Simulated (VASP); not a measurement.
Here is a VASP 6.6.1 calculation.

INCAR

```
SYSTEM = Ti
ALGO = Normal ; EDIFF = 1E-6
EDIFFG = -0.005 ; ENCUT = 600
IBRION = 2 ; ISIF = 4
ISMEAR = -1 ; LASPH = .True.
LCHARG = .False. ; LREAL = .False.
LWAVE = .False. ; NELM = 100
NSW = 50 ; PREC = Accurate
SIGMA = 0.05
```

Contents of KPOINTS:

```
k-points
0
Gamma
  15 15 8
  0 0 0
```

The input POSCAR:

```
Ti
1.0
    2.4696584973      0.0000000000      0.0000000000
   -1.2348292487      2.1387869974      0.0000000000
    0.0000000000      0.0000000000      3.9034769576
Ti
2
Direct
    0.3333333333      0.6666666667      0.2500000000
    0.6666666667      0.3333333333      0.7500000000
```

Potentials or basis: VASP PAW LDA potentials, release 64 (Ti_sv).

The run is started by

```sh
$ cat potpaw_LDA.64/Ti_sv/POTCAR > POTCAR
$ mpirun -np 1 vasp_std > vasp.out
```

**Question.** What does it give for the band gap on the k mesh?

**Answer.** Zero (bands 12 and 13 overlap by 1.55 eV).

Final structure:
```xyz
2
Lattice="2.3190 0.0000 0.0000 -1.1595 2.0083 0.0000 0.0000 0.0000 4.4270" Properties=species:S:1:pos:R:3 pbc="T T T"
Ti    0.0000    1.3389    1.1068
Ti    1.1595    0.6694    3.3203
```
